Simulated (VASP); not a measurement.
Input of a VASP 6.6.1 run:

Contents of INCAR:

```
SYSTEM = Zr8B15
ALGO = Normal ; EDIFF = 1E-7
ENCUT = 520 ; GGA = PE
ISIF = 2 ; ISMEAR = 1
LASPH = .True. ; LCHARG = .False.
LREAL = Auto ; LWAVE = .False.
NBANDS = 88 ; NELM = 100
PREC = Accurate ; SIGMA = 0.15
```

File KPOINTS:

```
k-points
0
Gamma
  3 3 2
  0 0 0
```

Contents of POSCAR:

```
Zr8B15
1.0
    3.1949820000      5.5338680000      0.0000000000
   -3.1949820000      5.5338680000      0.0000000000
    0.0000000000      0.0000000000      7.1216840000
Zr B
8 15
Direct
    0.0012404922      0.0002586400     -0.0016503119
    0.0012421959      0.0002578398      0.5013706028
   -0.0035149233      0.5026359721     -0.0027788371
   -0.0035123467      0.5026344798      0.5025006726
    0.4979666126      0.0056736983      0.0014944499
    0.4979685035      0.0056743372      0.4982262622
    0.4979665662      0.4981189927      0.0014937478
    0.4979670647      0.4981154223      0.4982271047
    0.1622378002      0.1698644473      0.2498607071
    0.3280428641      0.3368582503      0.2498600050
    0.1672825783      0.1720979418      0.7498608475
    0.3302381305      0.3357602273      0.7498607071
    0.1622375849      0.6696570320      0.2498608475
    0.3295893370      0.8360848352      0.2498622517
    0.1672733838      0.6623763296      0.7498615496
    0.4080971272      0.7968342156      0.7498639367
    0.6670297075      0.1673646077      0.2498609879
    0.8320579504      0.3343984956      0.2498607071
    0.6672589796      0.1672499028      0.7498616900
    0.8431562189      0.3140490126      0.7498598646
    0.6638848498      0.6689371474      0.2498608475
    0.8320571954      0.8353025971      0.2498604263
    0.8431498681      0.8445517540      0.7498593029
```

Potentials or basis: VASP PAW PBE potentials, release 64 (Zr_sv, B).

The run is started by

```bash
$ cat potpaw_PBE.64/Zr_sv/POTCAR potpaw_PBE.64/B/POTCAR > POTCAR
$ mpirun -np 1 vasp_std > vasp.out
```

Problem. What does it give for the band gap on the k mesh?

Solution. Zero (an odd number of electrons rules out a gap without spin polarisation).

Problem. Estimate the largest force.

Solution. 2.177 eV/Å.

Problem. Estimate the pressure.

Solution. -3.2 GPa.

Forces in eV/Å, atoms in the order of the input:
```
Zr   0.054  0.031  0.029
Zr   0.054  0.031 -0.029
Zr   0.085  0.050 -0.038
Zr   0.085  0.050  0.038
Zr   0.057  0.025 -0.007
Zr   0.057  0.025  0.007
Zr   0.051  0.037 -0.008
Zr   0.051  0.037  0.008
B    0.068  0.017  0.000
B    0.069  0.040  0.000
B    0.394 -0.052  0.000
B    0.069  0.040  0.000
B    0.048  0.052  0.000
B    0.009  0.005  0.000
B    0.152  0.367  0.000
B   -1.885 -1.089  0.000
B    0.032  0.018  0.000
B    0.036  0.016  0.000
B    0.085  0.048  0.000
B    0.214  0.043  0.000
B    0.039  0.023  0.000
B    0.032  0.023  0.000
B    0.143  0.164  0.000
```

Caveat: the k points lie up to 0.44 Å⁻¹ apart, too coarse for converged energies and pressures of a metal.
